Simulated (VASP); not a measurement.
Crystal: Hf.

```
CELL_PARAMETERS angstrom
3.20462 0.00000 0.00000
-1.60231 2.77529 0.00000
0.00000 0.00000 5.06766
ATOMIC_POSITIONS crystal
Hf 0.33333 0.66667 0.25000
Hf 0.66667 0.33333 0.75000
```

| Item | Value |
| --- | --- |
| Program | VASP 6.6.1 |
| Task | relaxation of cell and atoms |
| Functional | LDA |
| Potentials or basis | VASP PAW LDA potentials, release 64 (Hf_pv) |
| Cutoff | 500 eV |
| k mesh | 15 × 15 × 8 |
| Occupations | gaussian, width 0.1 eV |
| Spin | no spin polarisation |

At the start: pressure -8.3 GPa; volume 22.54 Å³/atom.

Task: Where does the relaxation end?

Result: Over 8 steps the energy falls by 46.3 meV/atom and the volume is 20.85 Å³/atom (-7.5 %); space group P6_3/mmc (No. 194, to 0.1 Å) before and after.

Step by step:
```csv
step,energy change (eV),largest force (eV/Å),pressure (GPa),volume (Å³)
1,0.0000,0.0000,-8.29,45.07
2,0.0600,0.0000,13.71,37.88
3,-0.0925,0.0000,-0.23,41.77
4,-0.0925,0.0000,-0.01,41.70
5,-0.0925,0.0000,0.18,41.63
6,-0.0925,0.0000,-0.20,41.76
7,-0.0925,0.0000,-0.03,41.70
8,-0.0926,0.0000,-0.01,41.69
```

Final structure:
```xyz
2
Lattice="3.1222 0.0000 0.0000 -1.5611 2.7039 0.0000 0.0000 0.0000 4.9386" Properties=species:S:1:pos:R:3 pbc="T T T"
Hf    0.0000    1.8026    1.2347
Hf    1.5611    0.9013    3.7040
```
